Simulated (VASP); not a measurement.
Wanted: the native input for a VASP 6.6.1 run.

| Quantity | Value |
| --- | --- |
| Task | single point |
| Functional | revPBE |
| Potentials or basis | VASP PAW PBE potentials, release 64 (Nb_sv) |
| Cutoff | 520 eV |
| k mesh | 10 × 10 × 10 |
| Occupations | fermi-dirac, width 0.1 eV |
| Spin | no spin polarisation |
| Dipole correction | no |
| Further INCAR settings | ALGO = Normal; EDIFF = 1e-07; NBANDS = 20 |

The structure of Nb lies in POSCAR:

```
Nb
1.0
    0.0000000000      3.0542506995      3.0542506995
    3.0542506995      0.0000000000      3.0542506995
    3.0542506995      3.0542506995      0.0000000000
Nb
2
Direct
    0.1250000000      0.1250000000      0.1250000000
    0.8750000000      0.8750000000      0.8750000000
```

This cell differs from its parent crystal: volume scaled by 1.08.

These files were run (other wordings do the same):

INCAR

```
PREC = Accurate ; ENCUT = 520
EDIFF = 1E-7 ; ISMEAR = -1
SIGMA = 0.1 ; LREAL = False
LASPH = True ; NELM = 80
ALGO = Normal ; ISIF = 2
LWAVE = False ; LCHARG = True
GGA = RE ; LELF = True
LVHAR = True ; NBANDS = 20
```

KPOINTS

```
regular mesh
0
Gamma
  10 10 10
```

Potentials or basis: VASP PAW PBE potentials, release 64 (Nb_sv).

Run with:

```sh
$ cat potpaw_PBE.64/Nb_sv/POTCAR > POTCAR
$ mpirun -np 1 vasp_std > vasp.out
```

It gave:

* Pressure: -4.1 GPa
* Band gap on the k mesh: zero (band 13 reaches 6.20 eV, above the bottom of band 14 at 5.16 eV)

Caveat: the PAW data sets were made with another functional, which shifts forces and pressure a little.

Run time: 37 s on 1 thread of Intel(R) Xeon(R) Platinum 8488C (Sapphire Rapids), with other jobs on the host, peak memory 0.19 GiB.
